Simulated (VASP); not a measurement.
# PbO (P4/nmm) in VASP: further runs

The runs below take PbO through single point, with PBE+D3(BJ), LDA, r2SCAN.

Program: VASP 6.6.1. These are calculated values, not measurements. Logs are shortened: lines on timing, memory, paths and dates and some standing lists are left out, and cuts for length are marked.

## 1. The cell of the first run

The structure is tetragonal, space group P4/nmm (No. 129). The conventional cell has a = 4.046 Å, b = 4.046 Å, c = 5.262 Å, α = 90.00°, β = 90.00°, γ = 90.00°. Pb (site symmetry 4mm) has 4 O at 2.35 Å within 3.1 Å. Within 3.1 Å of O (site symmetry -4m2) lie 4 Pb at 2.35 Å and 4 O at 2.86 Å.

## 2. Single point, PBE+D3(BJ) (21.54 Å³/atom)

INCAR

```
SYSTEM = PbO
PREC = Accurate
ENCUT = 520
EDIFF = 1E-6
ISMEAR = 0
SIGMA = 0.02
LREAL = .False.
LASPH = .True.
NELM = 60
ALGO = Normal
ISIF = 2
LWAVE = .False.
LCHARG = .False.
GGA = PE
IVDW = 12
NBANDS = 28
```

KPOINTS

```
regular mesh
0
Gamma
  8 8 6
  0 0 0
```

POSCAR

```
PbO
1.0
    4.0461119018      0.0000000000      0.0000000000
    0.0000000000      4.0461119018      0.0000000000
    0.0000000000      0.0000000000      5.2621727941
Pb O
2 2
Direct
    0.0000000000      0.5000000000      0.2261216304
    0.5000000000      0.0000000000      0.7738783696
    0.0000000000      0.0000000000      0.0000000000
    0.5000000000      0.5000000000      0.0000000000
```

Potentials or basis: VASP PAW PBE potentials, release 64 (Pb_d, O).

The run is started by

```
cat potpaw_PBE.64/Pb_d/POTCAR potpaw_PBE.64/O/POTCAR > POTCAR
mpirun -np 1 vasp_std > vasp.out
```

OUTCAR:

```text
SYSTEM = PbO
   PREC = Accurate
   ENCUT = 520
   EDIFF = 1E-6
   ISMEAR = 0
   LREAL = .False.
   LASPH = .True.
   NELM = 60
   ISIF = 2
   GGA = PE
   IVDW = 12
 IVDW          = 12

 ion  position               nearest neighbor table
   1  0.000  0.500  0.226-   3 2.35   4 2.35   3 2.35   4 2.35   2 3.72   2 3.72   2 3.72   2 3.72
                             2 4.06   2 4.06   2 4.06   2 4.06
   2  0.500  0.000  0.774-   3 2.35   4 2.35   4 2.35   3 2.35   1 3.72   1 3.72   1 3.72   1 3.72
                             1 4.06   1 4.06   1 4.06   1 4.06
   3  0.000  0.000  0.000-   1 2.35   2 2.35   1 2.35   2 2.35
   4  0.500  0.500  0.000-   1 2.35   2 2.35   2 2.35   1 2.35

  LATTYP: Found a simple tetragonal cell.
 ALAT       =     4.0461119018
 C/A-ratio  =     1.3005504845

  Lattice vectors:

 A1 = (   4.0461119018,   0.0000000000,   0.0000000000)
 A2 = (   0.0000000000,   4.0461119018,   0.0000000000)
 A3 = (   0.0000000000,   0.0000000000,   5.2621727941)

Analysis of symmetry for initial positions (statically):
=====================================================================
 Subroutine PRICEL returns:
 Original cell was already a primitive cell.

 Routine SETGRP: Setting up the symmetry group for a
 simple tetragonal supercell.

 Subroutine GETGRP returns: Found 16 space group operations
 (whereof  8 operations were pure point group operations)
 out of a pool of 16 trial point group operations.

The static configuration has the point symmetry D_2d.
 The point group associated with its full space group is D_4h.

Analysis of symmetry for dynamics (positions and initial velocities):
=====================================================================
 Subroutine PRICEL returns:
 Original cell was already a primitive cell.

 Routine SETGRP: Setting up the symmetry group for a
 simple tetragonal supercell.

 Subroutine GETGRP returns: Found 16 space group operations
 (whereof  8 operations were pure point group operations)
 out of a pool of 16 trial point group operations.

The dynamic configuration has the point symmetry D_2d.
 The point group associated with its full space group is D_4h.

 Subroutine INISYM returns: Found 16 space group operations
 (whereof  8 operations are pure point group operations),
 and found     1 'primitive' translations

----------------------------------------------------------------------------------------

                                     Primitive cell

  volume of cell :      86.1471

  direct lattice vectors                    reciprocal lattice vectors
     4.046111902  0.000000000  0.000000000     0.247150851  0.000000000  0.000000000
     0.000000000  4.046111902  0.000000000     0.000000000  0.247150851  0.000000000
     0.000000000  0.000000000  5.262172794     0.000000000  0.000000000  0.190035569

  length of vectors
     4.046111902  4.046111902  5.262172794     0.247150851  0.247150851  0.190035569

  position of ions in fractional coordinates (direct lattice)
     0.000000000  0.500000000  0.226121630
     0.500000000  0.000000000  0.773878370
     0.000000000  0.000000000  0.000000000
     0.500000000  0.500000000  0.000000000

  ion indices of the primitive-cell ions
   primitive index   ion index
                 1           1
                 2           2
                 3           3
                 4           4

----------------------------------------------------------------------------------------

 KPOINTS: regular mesh

Automatic generation of k-mesh.
 Grid dimensions read from file:
 generate k-points for:    8    8    6

 Generating k-lattice:

  Cartesian coordinates                     Fractional coordinates (reciprocal lattice)
     0.030893856  0.000000000  0.000000000     0.125000000  0.000000000  0.000000000
     0.000000000  0.030893856  0.000000000     0.000000000  0.125000000  0.000000000
     0.000000000  0.000000000  0.031672595     0.000000000  0.000000000  0.166666667

  Length of vectors
     0.030893856  0.030893856  0.031672595

  Shift w.r.t. Gamma in fractional coordinates (k-lattice)
     0.000000000  0.000000000  0.000000000

 Subroutine IBZKPT returns following result:
 ===========================================

 Found     60 irreducible k-points:

 Following reciprocal coordinates:
            Coordinates               Weight
  0.000000  0.000000  0.000000      1.000000
  0.125000  0.000000  0.000000      4.000000
  0.250000  0.000000  0.000000      4.000000
  0.375000  0.000000  0.000000      4.000000
  0.500000  0.000000  0.000000      2.000000
  0.125000  0.125000  0.000000      4.000000
[... 16 lines left out ...]
  0.375000  0.125000  0.166667     16.000000
  0.500000  0.125000  0.166667      8.000000
 [... further k-points ...]
   k-points           NKPTS =     60   k-points in BZ     NKDIM =     60   number of bands    NBANDS=     28
   number of dos      NEDOS =    301   number of ions     NIONS =      4
   total plane-waves  NPLWV =  36000
   dimension x,y,z NGX =    30 NGY =   30 NGZ =   40
   dimension x,y,z NGXF=    60 NGYF=   60 NGZF=   80
   ions per type =               2   2
   NGX,Y,Z   is equivalent  to a cutoff of  12.33, 12.33, 12.64 a.u.
   NGXF,Y,Z  is equivalent  to a cutoff of  24.65, 24.65, 25.27 a.u.
 SYSTEM =  PbO
   PREC   = accura    normal or accurate (medium, high low for compatibility)
   ISTART =      0    job   : 0-new  1-cont  2-samecut
   ICHARG =      2    charge: 1-file 2-atom 10-const
   ISPIN  =      1    spin polarized calculation?
   LNONCOLLINEAR =      F non collinear calculations
   LSORBIT =      F    spin-orbit coupling
   LASPH  =      T    aspherical Exc in radial PAW
   ENCUT  =  520.0 eV  38.22 Ry    6.18 a.u.   7.52  7.52  9.78*2*pi/ulx,y,z
   NELM   =     60;   NELMIN=  2; NELMDL= -5     # of ELM steps
   EDIFF  = 0.1E-05   stopping-criterion for ELM
   LREAL  =      F    real-space projection
   EDIFFG = 0.1E-04   stopping-criterion for IOM
   NSW    =      0    number of steps for IOM
   IBRION =     -1    ionic relax: 0-MD 1-quasi-New 2-CG
   NFREE  =      0    steps in history (QN), initial steepest desc. (CG)
   ISIF   =      2    stress and relaxation
   ISYM   =      2    0-nonsym 1-usesym 2-fastsym
   POTIM  = 0.5000    time-step for ionic-motion
   TEBEG  =    0.0;   TEEND  =   0.0 temperature during run
   PSTRESS=    0.0 pullay stress
   NELECT =      40.0000    total number of electrons
   NUPDOWN=      -1.0000    fix difference up-down
   EMIN   =  10.00;   EMAX   =-10.00  energy-range for DOS
   EFERMI =   0.00;   METHOD = LEGACY
   ISMEAR =     0;   SIGMA  =   0.02  broadening in eV -4-tet -1-fermi 0-gaus
   EFERMI_NEDOS =   21; number of points for ismear=-14 and -15
   IALGO  =     38    algorithm
   IMIX   =      4    mixing-type and parameters
     AMIX     =   0.40;   BMIX     =  1.00
     AMIX_MAG =   1.60;   BMIX_MAG =  1.00
  volume/ion in A,a.u.               =      21.54       145.34
  Fermi-wavevector in a.u.,A,eV,Ry     =   1.267694  2.395595 21.865226  1.607049
  Thomas-Fermi vector in A             =   2.400829
   LORBIT       =      0    0 simple, 1 ext, 2 COOP (PROOUT), +10 PAW based schemes
   GGA     = PE    functional components
   LHFCALC =     F    Hartree Fock is set to
   AEXX    =    0.0000 exact exchange contribution
   IVDW    =    12    specifies the selected vdW correction
   LEPSILON=     F    determine dielectric tensor
   LRPA    =     F    only Hartree local field effects (RPA)
 non-spin polarized calculation
 Gauss-broadening in eV      SIGMA  =   0.02
  energy-cutoff  :      520.00
  volume of cell :       86.15
 maximum number of plane-waves:      2347
   NGX = 15   NGY = 15   NGZ = 19

 number of electron      40.0000001 magnetization

 Free energy of the ion-electron system (eV)
  ---------------------------------------------------
  ext. energy  EPLUGINS =         0.00000000
  ---------------------------------------------------
  free energy    TOTEN  =       -21.50411534 eV

  energy without entropy =      -21.50411534  energy(sigma->0) =      -21.50411534

 E-fermi :   4.3958     XC(G=0):  -9.3840

 val. band max:        4.3013454019   @ k =   0.1250   0.0000   0.0000
 cond. band min:       5.8107845846   @ k =   0.5000   0.5000   0.0000
 fundamental gap:      1.5094391827
 Fermi energy:         4.3957617125

 k-point     1 :       0.0000    0.0000    0.0000
  band No.  band energies     occupation
      1     -13.6882      2.00000
      2     -13.2727      2.00000
      3     -11.6047      2.00000
      4     -11.6047      2.00000
      5     -11.5553      2.00000
      6     -11.5357      2.00000
[... 20 lines left out ...]
     27      11.9076      0.00000
     28      12.5238      0.00000

 k-point     2 :       0.1250    0.0000    0.0000
  band No.  band energies     occupation
      1     -13.6608      2.00000
      2     -13.2804      2.00000
      3     -11.5996      2.00000
      4     -11.5960      2.00000
      5     -11.5465      2.00000
      6     -11.5277      2.00000
[... 20 lines left out ...]
     27      12.1476      0.00000
     28      13.4482      0.00000

 k-point     3 :       0.2500    0.0000    0.0000
  band No.  band energies     occupation
      1     -13.5905      2.00000
      2     -13.3064      2.00000
      3     -11.5855      2.00000
      4     -11.5725      2.00000
      5     -11.5204      2.00000
      6     -11.5058      2.00000
[... 20 lines left out ...]
     27      12.4285      0.00000
     28      15.0920      0.00000

 k-point     4 :       0.3750    0.0000    0.0000
  band No.  band energies     occupation
      1     -13.5034      2.00000
      2     -13.3536      2.00000
      3     -11.5655      2.00000
      4     -11.5435      2.00000
      5     -11.5194      2.00000
      6     -11.5009      2.00000
[... 578 lines left out ...]
     27      13.2299      0.00000
     28      14.6539      0.00000

 k-point    23 :       0.3750    0.1250    0.1667
  band No.  band energies     occupation
      1     -13.4923      2.00000
      2     -13.3551      2.00000
      3     -11.5631      2.00000
      4     -11.5369      2.00000
      5     -11.5190      2.00000
      6     -11.4938      2.00000
[... 20 lines left out ...]
     27      13.4301      0.00000
     28      13.9729      0.00000

 k-point    24 :       0.5000    0.1250    0.1667
  band No.  band energies     occupation
      1     -13.4173      2.00000
      2     -13.4173      2.00000
      3     -11.5450      2.00000
      4     -11.5450      2.00000
      5     -11.5091      2.00000
      6     -11.5091      2.00000
[... 20 lines left out ...]
     27      13.6298      0.00000
     28      13.6298      0.00000

 [... further k-points ...]

------------------------ aborting loop because EDIFF is reached ----------------------------------------

 Edisp (eV)   -0.88005

 E8    (eV) :    -0.4036

  FORCE on cell =-STRESS in cart. coord.  units (eV):
  Direction    XX          YY          ZZ          XY          YZ          ZX
  --------------------------------------------------------------------------------------
  -------------------------------------------------------------------------------------
  Total      -0.46433    -0.46433    -0.46775     0.00000    -0.00000     0.00000
  in kB      -8.63559    -8.63559    -8.69922     0.00000    -0.00000     0.00000
  external pressure =       -8.66 kB  Pullay stress =        0.00 kB

 VOLUME and BASIS-vectors are now :
 -----------------------------------------------------------------------------
  energy-cutoff  :      520.00
  volume of cell :       86.15
      direct lattice vectors                 reciprocal lattice vectors
     4.046111902  0.000000000  0.000000000     0.247150851  0.000000000  0.000000000
     0.000000000  4.046111902  0.000000000     0.000000000  0.247150851  0.000000000
     0.000000000  0.000000000  5.262172794     0.000000000  0.000000000  0.190035569

 POSITION                                       TOTAL-FORCE (eV/Angst)
 -----------------------------------------------------------------------------------
      0.00000      2.02306      1.18989         0.000000      0.000000      0.036101
      2.02306      0.00000      4.07228        -0.000000      0.000000     -0.036101
      0.00000      0.00000      0.00000        -0.000000     -0.000000      0.000000
      2.02306      2.02306      0.00000        -0.000000      0.000000      0.000000
 -----------------------------------------------------------------------------------
    total drift:                                0.000000      0.000000      0.000000

  FREE ENERGIE OF THE ION-ELECTRON SYSTEM (eV)
  ---------------------------------------------------
  free  energy   TOTEN  =       -22.3841629016 eV

  energy  without entropy=      -22.3841629016  energy(sigma->0) =      -22.38416290
```

Wall time 2 min (1 thread of Intel Xeon Platinum 8259CL at 2.50GHz (Skylake/Cascade Lake), shared host); peak memory 0.27 GiB.

Results:

```yaml
Free_energy: -22.3842 eV
Pressure: -0.9 GPa
Largest_force: 0.036 eV/Å
Band_gap_on_the_k_mesh: 1.51 eV (least direct gap 2.12 eV)
Dispersion_energy_per_atom: -0.220 eV
```

Forces on the atoms (eV/Å):
```
Pb   0.000  0.000  0.036
Pb   0.000  0.000 -0.036
O    0.000  0.000  0.000
O    0.000  0.000  0.000
```

Levels at points of the mesh, in eV from the valence-band top:
| k point | band 16 | band 17 | band 18 | band 19 | band 20 | band 21 | band 22 | band 23 | band 24 | band 25 |
| --- | --- | --- | --- | --- | --- | --- | --- | --- | --- | --- |
| (0.00, 0.00, 0.00) | -3.96 | -1.51 | -1.49 | -1.49 | -0.01 | 2.11 | 5.02 | 5.74 | 5.74 | 6.31 |
| (0.50, 0.00, 0.00) | -2.94 | -2.77 | -2.77 | -1.42 | -1.42 | 3.26 | 3.26 | 6.11 | 6.11 | 6.61 |
| (0.50, 0.50, 0.00) | -3.16 | -1.57 | -1.57 | -0.88 | -0.88 | 1.51 | 1.51 | 5.25 | 5.25 | 7.35 |
| (0.00, 0.00, 0.50) | -3.85 | -1.54 | -1.51 | -1.51 | -0.77 | 1.86 | 4.25 | 4.25 | 4.27 | 8.23 |
| (0.50, 0.00, 0.50) | -3.33 | -2.75 | -2.75 | -0.88 | -0.88 | 2.98 | 2.98 | 6.33 | 6.33 | 6.90 |
| (0.50, 0.50, 0.50) | -3.48 | -2.00 | -2.00 | -0.88 | -0.88 | 3.59 | 3.59 | 4.37 | 4.37 | 5.60 |

Caveat: spin-orbit coupling is left out, which moves the levels of the heavy elements. A k mesh can miss the band edges.

## 3. Single point, LDA

This run uses another cell than the first one, of 20.32 Å³/atom.

INCAR

```
PREC = Accurate ; ENCUT = 520
EDIFF = 1E-6 ; ISMEAR = 0
SIGMA = 0.02 ; LREAL = False
LASPH = True ; NELM = 60
ALGO = Normal ; ISIF = 2
LWAVE = False ; LCHARG = True
LELF = True ; LVHAR = True
NBANDS = 28
```

KPOINTS

```
Automatic mesh
0
Gamma
  8 8 6
```

POSCAR

```
PbO
1.0
    4.0343848471      0.0000000000      0.0000000000
    0.0000000000      4.0343848471      0.0000000000
    0.0000000000      0.0000000000      4.9932162030
Pb O
2 2
Direct
    0.0000000000      0.5000000000      0.2377510646
    0.5000000000      0.0000000000      0.7622489354
    0.0000000000      0.0000000000      0.0000000000
    0.5000000000      0.5000000000      0.0000000000
```

Potentials or basis: VASP PAW LDA potentials, release 64 (Pb_d, O).

The run is started by

```
cat potpaw_LDA.64/Pb_d/POTCAR potpaw_LDA.64/O/POTCAR > POTCAR
mpirun -np 1 vasp_std > vasp.out
```

Wall time 49 s (1 thread of Intel Xeon 6975P-C (Granite Rapids), shared host); peak memory 0.23 GiB.

Results (log left out):

- Free energy: -24.3435 eV
- Pressure: -4.4 GPa
- Largest force: 0.531 eV/Å
- Band gap on the k mesh: 1.21 eV (least direct gap 2.13 eV)

Forces on the atoms (eV/Å):
```
Pb   0.000  0.000 -0.531
Pb   0.000  0.000  0.531
O    0.000  0.000  0.000
O    0.000  0.000  0.000
```

Stress tensor (GPa, compression positive):
```
-4.84  0.00  0.00
 0.00 -4.84  0.00
 0.00  0.00 -3.41
```

Levels at points of the mesh, in eV from the valence-band top:
| k point | band 18 | band 19 | band 20 | band 21 | band 22 | band 23 |
| --- | --- | --- | --- | --- | --- | --- |
| (0.00, 0.00, 0.00) | -1.54 | -1.54 | -0.03 | 2.30 | 5.41 | 5.51 |
| (0.50, 0.00, 0.00) | -2.86 | -1.51 | -1.51 | 3.35 | 3.35 | 6.43 |
| (0.50, 0.50, 0.00) | -1.53 | -0.92 | -0.92 | 1.21 | 1.21 | 5.24 |
| (0.00, 0.00, 0.50) | -1.57 | -1.57 | -0.74 | 1.78 | 3.90 | 3.90 |
| (0.50, 0.00, 0.50) | -2.82 | -0.86 | -0.86 | 3.07 | 3.07 | 6.14 |
| (0.50, 0.50, 0.50) | -2.15 | -0.92 | -0.92 | 3.49 | 3.49 | 4.70 |

Caveat: the cell stands under tension; spin-orbit coupling is left out, which moves the levels of the heavy elements.

## 4. Single point, r2SCAN

This run uses another cell than the first one, of 20.32 Å³/atom.

POSCAR is that of step 3.

INCAR.step1

```
PREC = Accurate
ENCUT = 520
ISMEAR = 0
SIGMA = 0.02
LREAL = F
LASPH = T
NELM = 100
NBANDS = 28
GGA = PE
ALGO = Normal
EDIFF = 1E-4
LWAVE = T
LCHARG = F
```

INCAR.step2

```
PREC = Accurate
ENCUT = 520
EDIFF = 1E-6
ISMEAR = 0
SIGMA = 0.02
LREAL = F
LASPH = T
NELM = 100
ALGO = Normal
ISIF = 2
LWAVE = F
LCHARG = T
METAGGA = R2SCAN
LMIXTAU = T
LELF = T
LVHAR = T
NBANDS = 28
ISTART = 1
```

KPOINTS

```
regular mesh
0
Gamma
  8 8 6
```

Potentials or basis: VASP PAW PBE potentials, release 64 (Pb_d, O).

The run is started by

```
cat potpaw_PBE.64/Pb_d/POTCAR potpaw_PBE.64/O/POTCAR > POTCAR
cp INCAR.step1 INCAR
mpirun -np 1 vasp_std > vasp.out
cp INCAR.step2 INCAR
mpirun -np 1 vasp_std > vasp.out
```

Wall time 3 min (1 thread of Intel Xeon 6975P-C (Granite Rapids), shared host); peak memory 0.26 GiB.

Results (log left out):

| Quantity | Value |
| --- | --- |
| Free energy | -129.5041 eV |
| Pressure | -0.9 GPa |
| Largest force | 0.280 eV/Å |
| Band gap on the k mesh | 1.59 eV (least direct gap 2.59 eV) |

Forces on the atoms (eV/Å):
```
Pb   0.000  0.000 -0.280
Pb   0.000  0.000  0.280
O    0.000  0.000  0.000
O    0.000  0.000  0.000
```

Stress tensor (GPa, compression positive):
```
-1.20  0.00  0.00
 0.00 -1.20  0.00
 0.00  0.00 -0.43
```

Levels at points of the mesh, in eV from the valence-band top:
| k point | band 16 | band 17 | band 18 | band 19 | band 20 | band 21 | band 22 | band 23 | band 24 | band 25 |
| --- | --- | --- | --- | --- | --- | --- | --- | --- | --- | --- |
| (0.00, 0.00, 0.00) | -4.18 | -1.65 | -1.63 | -1.63 | -0.01 | 2.79 | 5.94 | 5.98 | 5.98 | 7.13 |
| (0.50, 0.00, 0.00) | -3.06 | -2.94 | -2.94 | -1.55 | -1.55 | 3.79 | 3.79 | 7.01 | 7.01 | 7.05 |
| (0.50, 0.50, 0.00) | -3.28 | -1.62 | -1.62 | -1.00 | -1.00 | 1.59 | 1.59 | 5.75 | 5.75 | 8.45 |
| (0.00, 0.00, 0.50) | -4.02 | -1.69 | -1.65 | -1.65 | -0.80 | 2.30 | 4.36 | 4.36 | 4.40 | 9.17 |
| (0.50, 0.00, 0.50) | -3.56 | -2.90 | -2.90 | -0.93 | -0.93 | 3.45 | 3.45 | 6.66 | 6.66 | 7.77 |
| (0.50, 0.50, 0.50) | -3.73 | -2.23 | -2.23 | -1.00 | -1.00 | 3.87 | 3.87 | 5.26 | 5.26 | 6.12 |

Caveat: the PAW data sets were made with another functional, which shifts forces and pressure a little; spin-orbit coupling is left out, which moves the levels of the heavy elements. r2SCAN opens gaps a little over a GGA but as a rule still falls short of measured ones.

## 5. Overview

| level | potentials or basis | cell | gap on the mesh (eV) | pressure (GPa) | largest force (eV/Å) |
| --- | --- | --- | --- | --- | --- |
| PBE+D3(BJ) | VASP PAW PBE potentials, release 64 (Pb_d, O) | a = 4.046, b = 4.046, c = 5.262 Å, 4 atoms, atomic positions A | 1.51 | -0.9 | 0.04 |
| LDA | VASP PAW LDA potentials, release 64 (Pb_d, O) | a = 4.034, b = 4.034, c = 4.993 Å, 4 atoms, atomic positions B | 1.21 | -4.4 | 0.53 |
| r2SCAN | VASP PAW PBE potentials, release 64 (Pb_d, O) | a = 4.034, b = 4.034, c = 4.993 Å, 4 atoms, atomic positions B | 1.59 | -0.9 | 0.28 |

Alike in all rows: task single point; no spin polarisation; k mesh 8 × 8 × 6; cutoff (eV) 520; smearing gaussian 0.02 eV.

Caveats: spin-orbit coupling is left out, which moves the levels of the heavy elements; the cell stands under tension (at least some runs); the PAW data sets were made with another functional, which shifts forces and pressure a little (at least some runs).

Absolute energies hang on the potentials; compare differences alone.
